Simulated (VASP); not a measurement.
Runs of VASP 6.6.1 on NaF. The structure is that of space group I4/mmm (No. 139), or close to it. The cells are those of the table. 

```csv
cell,gap on the mesh (eV),pressure (GPa)
"a = 3.346, b = 3.346, c = 3.183 Å, angles 61.6, 61.6, 56.8°, 2 atoms",6.24,2.6
"a = 3.415, b = 3.415, c = 3.092 Å, angles 63.1, 63.1, 53.8°, 2 atoms",(a),5.4
"a = 3.265, b = 3.265, c = 3.331 Å, angles 59.3, 59.3, 61.3°, 2 atoms",6.25,1.8
"a = 3.246, b = 3.246, c = 3.378 Å, angles 58.6, 58.6, 62.7°, 2 atoms",6.24,2.5
"a = 3.659, b = 3.659, c = 2.870 Å, angles 66.9, 66.9, 46.2°, 2 atoms",5.89,19.3
"a = 3.585, b = 3.585, c = 2.927 Å, angles 65.9, 65.9, 48.2°, 2 atoms",6.00,14.6
"a = 3.219, b = 3.219, c = 3.469 Å, angles 57.4, 57.4, 65.2°, 2 atoms",(b),5.5
"a = 3.491, b = 3.491, c = 3.011 Å, angles 64.5, 64.5, 51.1°, 2 atoms",6.12,9.1
```

Alike in all rows: task single point; level PBE; potentials or basis VASP PAW PBE potentials, release 64 (Na_pv, F); no spin polarisation; k mesh 10 × 10 × 10; cutoff (eV) 520; smearing gaussian 0.05 eV.

Question: Estimate the missing entries.

Answer: (a) 6.19; (b) 6.20.

Caveats: the cell stands under pressure (at least some runs).

A k mesh can miss the band edges.
